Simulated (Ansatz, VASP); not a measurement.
# Ru in VASP and in Ansatz

Contents of INCAR:

```
PREC     = Accurate       # precision mode
ENCUT    = 520            # plane-wave cutoff, eV
EDIFF    = 1E-6           # SCF threshold, eV
ISMEAR   = 0              # smearing method
SIGMA    = 0.15           # smearing width, eV
LREAL    = False          # projectors in reciprocal space
LASPH    = True           # aspherical terms in the spheres
NELM     = 80             # most SCF steps
ALGO     = Fast           # electronic algorithm
ISIF     = 2              # what is computed and relaxed
LWAVE    = False          # write WAVECAR
LCHARG   = True           # write CHGCAR
GGA      = PS             # functional
LELF     = True           # ELF
LVHAR    = True         
NBANDS   = 21             # bands
```

KPOINTS

```
Automatic mesh
0
Gamma
  21 21 12
```

Contents of POSCAR:

```
Ru
1.0
    2.5761822481      0.0000000000      0.0000000000
   -1.2880911240      2.2310392717      0.0000000000
    0.0000000000      0.0000000000      4.4130001911
Ru
2
Direct
    0.3333333333      0.6666666667      0.2500000000
    0.6666666667      0.3333333333      0.7500000000
```

Input for Ansatz:

```yaml
crystal:
  lattice:
    - [2.5761822481, 0.0, 0.0]
    - [-1.288091124, 2.2310392717, 0.0]
    - [0.0, 0.0, 4.4130001911]
  atoms:
    - { symbol: Ru, position: [0.3333333333, 0.6666666667, 0.25] }
    - { symbol: Ru, position: [0.6666666667, 0.3333333333, 0.75] }
basis:
  ecutwfc: 420
kpoints:
  mp_grid: { grid: [21, 21, 12] }
hamiltonian:
  xc: pbesol
  pseudopotentials: { kind: paw, azcp: { folder: soft_1 } }
scf:
  occupations: { method: gaussian, width: 0.15 }
output:
  forces: true
  stress: true
  eigenvalues: true
  write_density: true
  write_potential: true
  elf: true
  volumetric_format: npy
```

Alike in both runs: task single point; functional PBEsol; k mesh 21 × 21 × 12; occupations gaussian, width 0.15 eV; no spin polarisation.

|  | VASP | Ansatz |
| --- | --- | --- |
| version | VASP 6.6.1 | Ansatz 0.2.0 |
| potentials or method | VASP PAW PBE potentials, release 64 (Ru_pv), cutoff 520 eV | scalar-relativistic, plane waves, PAW |
| valence electrons in the cell | 28 | 32 |

```csv
,VASP,Ansatz,Ansatz less VASP
gap on the k mesh at the Fermi level (eV),none,none,-
pressure (GPa),21.0,21.0,+0.05
"traceless stress, the component that is largest in VASP (GPa)",-31.43,-31.43,-0.004
```

VASP's potentials were made for PBE, not for PBEsol, and Ansatz warns of the same on its side. A gap of «none» marks a metal or a gap that the smearing closes. VASP's potentials hold 28 valence electrons a cell and Ansatz's 32, so a difference there can come from the potentials and not from the codes.
